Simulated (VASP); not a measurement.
A run of VASP 6.6.1:

POSCAR

```
Ni
1.0
    2.7536632525      0.0000000000      0.0000000000
    0.0000000000      2.7536632525      0.0000000000
    0.0000000000      0.0000000000      2.7536632525
Ni
2
Direct
    0.0000000000      0.0000000000      0.0000000000
    0.5000000000      0.5000000000      0.5000000000
```

File INCAR.step1:

```
PREC = Accurate
ENCUT = 520
ISMEAR = -1
SIGMA = 0.1
LREAL = F
LASPH = T
NELM = 150
ISPIN = 2
MAGMOM = -0.687 -0.687
LMAXMIX = 4
NBANDS = 21
GGA = PE
ALGO = Normal
EDIFF = 1E-4
LWAVE = T
LCHARG = F
```

File INCAR.step2:

```
PREC = Accurate
ENCUT = 520
EDIFF = 1E-7
ISMEAR = -1
SIGMA = 0.1
LREAL = F
LASPH = T
NELM = 150
ALGO = Normal
ISIF = 2
LWAVE = F
LCHARG = F
ISPIN = 2
MAGMOM = -0.687 -0.687
LORBIT = 11
LMAXMIX = 4
METAGGA = R2SCAN
LMIXTAU = T
NBANDS = 21
ISTART = 1
```

The input KPOINTS:

```
regular mesh
0
Gamma
  6 6 6
```

Potentials or basis: VASP PAW PBE potentials, release 64 (Ni).

Run with:

```console
$ cat potpaw_PBE.64/Ni/POTCAR > POTCAR
$ cp INCAR.step1 INCAR
$ mpirun -np 1 vasp_std > vasp.out
$ cp INCAR.step2 INCAR
$ mpirun -np 1 vasp_std > vasp.out
```

Hardware: 1 thread of Intel(R) Xeon(R) Platinum 8488C (Sapphire Rapids), with other jobs on the host.

**Question.** Estimate the wall time of this run.

**Answer.** Run time: 48 s on 1 thread of Intel(R) Xeon(R) Platinum 8488C (Sapphire Rapids), with other jobs on the host, peak memory 0.14 GiB. Counts: k points 20.
